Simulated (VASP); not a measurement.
# P (R-3m) in VASP: single point with PBE

Aim: the single point of P with PBE.

Everything below comes from runs of VASP 6.6.1. Logs are shortened: lines on timing, memory, paths and dates and some standing lists are left out, and cuts for length are marked.

## Step 1: The cell of the first run

Symmetry: R-3m, No. 166, trigonal system. The conventional cell has a = 3.481 Å, b = 3.481 Å, c = 9.206 Å, α = 90.00°, β = 90.00°, γ = 120.00°. Within 3.1 Å of P (site symmetry 3m) lie 6 P at 2.32 to 2.78 Å.

## Step 2: Single point, PBE (16.10 Å³/atom)

Contents of POSCAR:

```
P
1.0
    1.7406625283     -1.0049719793      3.0685068845
    0.0000000000      2.0099439586      3.0685068845
   -1.7406625283     -1.0049719793      3.0685068845
P
2
Direct
    0.2293462223      0.2293462223      0.2293462223
   -0.2293462223     -0.2293462223     -0.2293462223
```

Contents of INCAR.step1:

```
PREC     = Accurate       # precision mode
ENCUT    = 520            # plane-wave cutoff, eV
EDIFF    = 1E-6           # SCF threshold, eV
ISMEAR   = -1             # smearing method
SIGMA    = 0.05           # smearing width, eV
LREAL    = False          # projectors in reciprocal space
LASPH    = True           # aspherical terms in the spheres
NELM     = 60             # most SCF steps
ALGO     = Normal         # electronic algorithm
ISIF     = 2              # what is computed and relaxed
LWAVE    = False          # write WAVECAR
LCHARG   = True           # write CHGCAR
GGA      = PE             # functional
NBANDS   = 12             # bands
```

Contents of KPOINTS.step1:

```
Automatic mesh
0
Gamma
  15 15 15
```

Contents of INCAR.step2:

```
PREC     = Accurate       # precision mode
ENCUT    = 520            # plane-wave cutoff, eV
EDIFF    = 1E-6           # SCF threshold, eV
ISMEAR   = -5             # smearing method
SIGMA    = 0.05           # smearing width, eV
LREAL    = False          # projectors in reciprocal space
LASPH    = True           # aspherical terms in the spheres
NELM     = 60             # most SCF steps
ALGO     = Normal         # electronic algorithm
ISIF     = 2              # what is computed and relaxed
LWAVE    = False          # write WAVECAR
LCHARG   = False          # write CHGCAR
GGA      = PE             # functional
LORBIT   = 11             # projections on sites
NBANDS   = 12             # bands
NEDOS    = 2001           # points of the DOS
ICHARG   = 11             # starting density
```

Contents of KPOINTS.step2:

```
Automatic mesh
0
Gamma
  23 23 23
```

Potentials or basis: VASP PAW PBE potentials, release 64 (P).

Launch:

```
> cat potpaw_PBE.64/P/POTCAR > POTCAR
> cp INCAR.step1 INCAR
> cp KPOINTS.step1 KPOINTS
> mpirun -np 1 vasp_std > vasp.out
> cp INCAR.step2 INCAR
> cp KPOINTS.step2 KPOINTS
> mpirun -np 1 vasp_std > vasp.out
```

OUTCAR:

```text
PREC = Accurate
   ENCUT = 520
   EDIFF = 1E-6
   ISMEAR = -5
   LREAL = False
   LASPH = True
   NELM = 60
   ISIF = 2
   GGA = PE
   LORBIT = 11
   ICHARG = 11

 ion  position               nearest neighbor table
   1  0.229  0.229  0.229-   2 2.32   2 2.32   2 2.32   2 2.78   2 2.78   2 2.78
   2  0.771  0.771  0.771-   1 2.32   1 2.32   1 2.32   1 2.78   1 2.78   1 2.78

  LATTYP: Found a trigonal (rhomboedric) cell.
 ALAT       =     3.6681888197
 COS(alpha) =     0.5496441687

  Lattice vectors:

 A1 = (   1.7406625283,  -1.0049719793,   3.0685068845)
 A2 = (   0.0000000000,   2.0099439586,   3.0685068845)
 A3 = (  -1.7406625283,  -1.0049719793,   3.0685068845)

Analysis of symmetry for initial positions (statically):
=====================================================================
 Subroutine PRICEL returns:
 Original cell was already a primitive cell.

 Routine SETGRP: Setting up the symmetry group for a
 trigonal (rhombohedral) supercell.

 Subroutine GETGRP returns: Found 12 space group operations
 (whereof 12 operations were pure point group operations)
 out of a pool of 12 trial point group operations.

The static configuration has the point symmetry D_3d.

Analysis of symmetry for dynamics (positions and initial velocities):
=====================================================================
 Subroutine PRICEL returns:
 Original cell was already a primitive cell.

 Routine SETGRP: Setting up the symmetry group for a
 trigonal (rhombohedral) supercell.

 Subroutine GETGRP returns: Found 12 space group operations
 (whereof 12 operations were pure point group operations)
 out of a pool of 12 trial point group operations.

The dynamic configuration has the point symmetry D_3d.

 Subroutine INISYM returns: Found 12 space group operations
 (whereof 12 operations are pure point group operations),
 and found     1 'primitive' translations

----------------------------------------------------------------------------------------

                                     Primitive cell

  volume of cell :      32.2067

  direct lattice vectors                    reciprocal lattice vectors
     1.740662528 -1.004971979  3.068506885     0.287246949 -0.165842103  0.108630466
     0.000000000  2.009943959  3.068506885     0.000000000  0.331684206  0.108630466
    -1.740662528 -1.004971979  3.068506885    -0.287246949 -0.165842103  0.108630466

  length of vectors
     3.668188820  3.668188820  3.668188820     0.349020044  0.349020044  0.349020044

  position of ions in fractional coordinates (direct lattice)
     0.229346222  0.229346222  0.229346222
     0.770653778  0.770653778  0.770653778

  ion indices of the primitive-cell ions
   primitive index   ion index
                 1           1
                 2           2

----------------------------------------------------------------------------------------

 KPOINTS: Automatic mesh

Automatic generation of k-mesh.
 Grid dimensions read from file:
 generate k-points for:   23   23   23

 Generating k-lattice:

  Cartesian coordinates                     Fractional coordinates (reciprocal lattice)
     0.012488998 -0.007210526  0.004723064     0.043478261  0.000000000  0.000000000
     0.000000000  0.014421052  0.004723064     0.000000000  0.043478261  0.000000000
    -0.012488998 -0.007210526  0.004723064     0.000000000  0.000000000  0.043478261

  Length of vectors
     0.015174785  0.015174785  0.015174785

  Shift w.r.t. Gamma in fractional coordinates (k-lattice)
     0.000000000  0.000000000  0.000000000

 TETIRR: Found   6095 inequivalent tetrahedra from    73002

 Subroutine IBZKPT returns following result:
 ===========================================

 Found   1156 irreducible k-points:

 Following reciprocal coordinates:
            Coordinates               Weight
  0.000000  0.000000  0.000000      1.000000
  0.043478 -0.000000 -0.000000      6.000000
  0.086957 -0.000000 -0.000000      6.000000
  0.130435  0.000000  0.000000      6.000000
  0.173913  0.000000  0.000000      6.000000
  0.217391 -0.000000 -0.000000      6.000000
[... 16 lines left out ...]
  0.478261  0.043478 -0.000000     12.000000
 -0.478261  0.043478  0.000000     12.000000
 [... further k-points ...]
   k-points           NKPTS =   1156   k-points in BZ     NKDIM =   1156   number of bands    NBANDS=     12
   number of dos      NEDOS =   2001   number of ions     NIONS =      2
   total plane-waves  NPLWV =  21952
   dimension x,y,z NGX =    28 NGY =   28 NGZ =   28
   dimension x,y,z NGXF=    56 NGYF=   56 NGZF=   56
   ions per type =               2
   NGX,Y,Z   is equivalent  to a cutoff of  12.69, 12.69, 12.69 a.u.
   NGXF,Y,Z  is equivalent  to a cutoff of  25.38, 25.38, 25.38 a.u.
 SYSTEM =  unknown system
   PREC   = accura    normal or accurate (medium, high low for compatibility)
   ISTART =      0    job   : 0-new  1-cont  2-samecut
   ICHARG =     11    charge: 1-file 2-atom 10-const
   ISPIN  =      1    spin polarized calculation?
   LNONCOLLINEAR =      F non collinear calculations
   LSORBIT =      F    spin-orbit coupling
   LASPH  =      T    aspherical Exc in radial PAW
   ENCUT  =  520.0 eV  38.22 Ry    6.18 a.u.   6.82  6.82  6.82*2*pi/ulx,y,z
   NELM   =     60;   NELMIN=  2; NELMDL=  0     # of ELM steps
   EDIFF  = 0.1E-05   stopping-criterion for ELM
   LREAL  =      F    real-space projection
   EDIFFG = 0.1E-04   stopping-criterion for IOM
   NSW    =      0    number of steps for IOM
   IBRION =     -1    ionic relax: 0-MD 1-quasi-New 2-CG
   NFREE  =      0    steps in history (QN), initial steepest desc. (CG)
   ISIF   =      2    stress and relaxation
   ISYM   =      2    0-nonsym 1-usesym 2-fastsym
   POTIM  = 0.5000    time-step for ionic-motion
   TEBEG  =    0.0;   TEEND  =   0.0 temperature during run
   PSTRESS=    0.0 pullay stress
   NELECT =      10.0000    total number of electrons
   NUPDOWN=      -1.0000    fix difference up-down
   EMIN   =  10.00;   EMAX   =-10.00  energy-range for DOS
   EFERMI =   0.00;   METHOD = LEGACY
   ISMEAR =    -5;   SIGMA  =   0.05  broadening in eV -4-tet -1-fermi 0-gaus
   EFERMI_NEDOS =   21; number of points for ismear=-14 and -15
   IALGO  =     38    algorithm
   IMIX   =      4    mixing-type and parameters
     AMIX     =   0.40;   BMIX     =  1.00
     AMIX_MAG =   1.60;   BMIX_MAG =  1.00
  volume/ion in A,a.u.               =      16.10       108.67
  Fermi-wavevector in a.u.,A,eV,Ry     =   1.108560  2.094875 16.720271  1.228905
  Thomas-Fermi vector in A             =   2.245089
   LORBIT       =     11    0 simple, 1 ext, 2 COOP (PROOUT), +10 PAW based schemes
   GGA     = PE    functional components
   LHFCALC =     F    Hartree Fock is set to
   AEXX    =    0.0000 exact exchange contribution
   IVDW    =     0    specifies the selected vdW correction
   LEPSILON=     F    determine dielectric tensor
   LRPA    =     F    only Hartree local field effects (RPA)
 non-spin polarized calculation
 Fermi weights with tetrahedron method with Bloechl corrections
  energy-cutoff  :      520.00
  volume of cell :       32.21
 maximum number of plane-waves:       890

 number of electron      10.0000001 magnetization

 Free energy of the ion-electron system (eV)
  ---------------------------------------------------
  ext. energy  EPLUGINS =         0.00000000
  ---------------------------------------------------
  free energy    TOTEN  =       -10.64968063 eV

  energy without entropy =      -10.64968063  energy(sigma->0) =      -10.64968063

 E-fermi :   8.9791     XC(G=0): -10.7768

 val. band max:        9.0295604253   @ k =   0.3478   0.0870   0.0870
 cond. band min:       8.9105225981   @ k =   0.4348   0.3478   0.3478
 fundamental gap:     -0.1190378272
 Fermi energy:         8.9790652391

 k-point     1 :       0.0000    0.0000    0.0000
  band No.  band energies     occupation
      1      -7.4641      2.00000
      2       5.5367      2.00000
      3       5.9972      2.00000
      4       6.0903      2.00000
      5       6.0903      2.00000
      6      10.5331      0.00000
      7      11.7675      0.00000
      8      11.7675      0.00000
      9      14.5723      0.00000
     10      14.5723      0.00000
     11      15.7772      0.00000
     12      15.9286      0.00000

 k-point     2 :       0.0435   -0.0000   -0.0000
  band No.  band energies     occupation
      1      -7.4337      2.00000
      2       5.0597      2.00000
      3       5.9977      2.00000
      4       6.0697      2.00000
      5       6.4368      2.00000
      6      10.6140      0.00000
      7      11.7516      0.00000
      8      11.7549      0.00000
      9      14.3663      0.00000
     10      14.3884      0.00000
     11      15.1911      0.00000
     12      16.2821      0.00000

 k-point     3 :       0.0870   -0.0000   -0.0000
  band No.  band energies     occupation
      1      -7.3426      2.00000
      2       4.3074      2.00000
      3       5.9502      2.00000
      4       6.0117      2.00000
      5       6.8709      2.00000
      6      10.7879      0.00000
      7      11.6787      0.00000
      8      11.7250      0.00000
      9      13.9026      0.00000
     10      14.1057      0.00000
     11      14.8617      0.00000
     12      17.0228      0.00000
[... 286 lines left out ...]
 k-point    23 :       0.4783    0.0435   -0.0000
  band No.  band energies     occupation
      1      -4.2169      2.00000
      2      -2.6732      2.00000
      3       5.1110      2.00000
      4       5.7691      2.00000
      5       7.9535      2.00000
      6       9.0003      0.28873
      7       9.2449      0.00000
      8       9.9420      0.00000
      9      18.1895      0.00000
     10      18.3444      0.00000
     11      19.6022      0.00000
     12      20.3623      0.00000

 k-point    24 :      -0.4783    0.0435    0.0000
  band No.  band energies     occupation
      1      -3.9836      2.00000
      2      -2.9430      2.00000
      3       5.0820      2.00000
      4       5.8657      2.00000
      5       7.8748      2.00000
      6       8.9612      1.02162
      7       9.1788      0.00000
      8       9.9528      0.00000
      9      18.0016      0.00000
     10      19.0660      0.00000
     11      19.8444      0.00000
     12      20.2553      0.00000

 [... further k-points ...]

------------------------ aborting loop because EDIFF is reached ----------------------------------------

  FORCE on cell =-STRESS in cart. coord.  units (eV):
  Direction    XX          YY          ZZ          XY          YZ          ZX
  --------------------------------------------------------------------------------------
  -------------------------------------------------------------------------------------
  Total       -0.0388353     -0.0388353     -0.0276221      0.0000000     -0.0000000      0.0000000
  in kB       -1.9319260     -1.9319260     -1.3741068      0.0000000     -0.0000000      0.0000000
  external PRESSURE =      -1.7459863 kB  Pullay stress =       0.0000000 kB

 VOLUME and BASIS-vectors are now :
 -----------------------------------------------------------------------------
  energy-cutoff  :      520.00
  volume of cell :       32.21
      direct lattice vectors                 reciprocal lattice vectors
     1.740662528 -1.004971979  3.068506885     0.287246949 -0.165842103  0.108630466
     0.000000000  2.009943959  3.068506885     0.000000000  0.331684206  0.108630466
    -1.740662528 -1.004971979  3.068506885    -0.287246949 -0.165842103  0.108630466

 POSITION                                       TOTAL-FORCE (eV/Angst)
 -----------------------------------------------------------------------------------
      0.00000      0.00000      2.11125         0.000000      0.000000     -0.048297
      0.00000      0.00000      7.09427         0.000000      0.000000      0.048297
 -----------------------------------------------------------------------------------
    total drift:                               -0.000000     -0.000000      0.000000

  FREE ENERGIE OF THE ION-ELECTRON SYSTEM (eV)
  ---------------------------------------------------
  free  energy   TOTEN  =       -10.6496806328 eV

  energy  without entropy=      -10.6496806328  energy(sigma->0) =      -10.64968063

 total charge

# of ion       s       p       d       tot
------------------------------------------
    1        1.091   1.322   0.000   2.413
    2        1.091   1.322   0.000   2.413
--------------------------------------------------
tot          2.182   2.644   0.000   4.826
```

Run time: 6.5 min. Hardware: 1 thread of Intel Xeon Platinum 8375C at 2.90GHz (Ice Lake), shared host; peak memory 0.42 GiB.

Results:

* Valence electrons inside the program's atomic spheres: P 2.41
